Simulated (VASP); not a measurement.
BeCdS3:

```xyz
10
Lattice="3.0918 1.7851 5.0490 -3.0918 1.7851 5.0490 0.0000 -3.5702 5.0490" Properties=species:S:1:pos:R:3 pbc="T T T"
Be    0.0000    0.0000    7.5735
Be    0.0000    0.0000    0.0000
Cd    0.0000    0.0000   11.3602
Cd    0.0000    0.0000    3.7867
S     1.7042   -0.6185    8.8357
S    -0.3165    1.7851    8.8357
S    -1.3877   -1.1666    8.8357
S    -1.7042    0.6185    6.3112
S     0.3165   -1.7851    6.3112
S     1.3877    1.1666    6.3112
```

| Quantity | Value |
| --- | --- |
| Program | VASP 6.6.1 |
| Task | relaxation of cell and atoms |
| Functional | PBE |
| Potentials or basis | VASP PAW PBE potentials, release 64 (Be, Cd, S) |
| Cutoff | 600 eV |
| k mesh | 4 × 4 × 4 |
| Occupations | gaussian, width 0.1 eV |
| Spin | no spin polarisation |

At the start: pressure 2.1 GPa; volume 16.72 Å³/atom.

Where does the relaxation end?

Over 9 steps the energy falls by 98.2 meV/atom and the volume is 17.64 Å³/atom (+5.5 %); space group R-3c (No. 167, to 0.1 Å) before and after.

The path:
```csv
step,energy change (eV),largest force (eV/Å),pressure (GPa),volume (Å³)
1,0.0000,0.9287,2.10,167.20
2,-0.2746,0.8476,-0.30,172.56
3,-0.5458,0.6157,-4.36,184.93
4,-0.7235,0.4991,-3.60,183.13
5,-0.9761,0.0769,-0.39,177.79
6,-0.9769,0.0138,-0.70,178.20
7,-0.9771,0.0338,-0.60,178.06
8,-0.9803,0.0137,-0.36,177.25
9,-0.9816,0.0081,-0.10,176.37
```

Final structure:
```
Be Cd S
1.0
     3.09814    1.78871    5.30421
    -3.09814    1.78871    5.30421
     0.00000   -3.57743    5.30421
Be Cd S
2 2 6
Direct
  0.50000 0.50000 0.50000
  0.00000 0.00000 0.00000
  0.75000 0.75000 0.75000
  0.25000 0.25000 0.25000
  0.84460 0.25000 0.65540
  0.65540 0.84460 0.25000
  0.25000 0.65540 0.84460
  0.15540 0.75000 0.34460
  0.34460 0.15540 0.75000
  0.75000 0.34460 0.15540
```
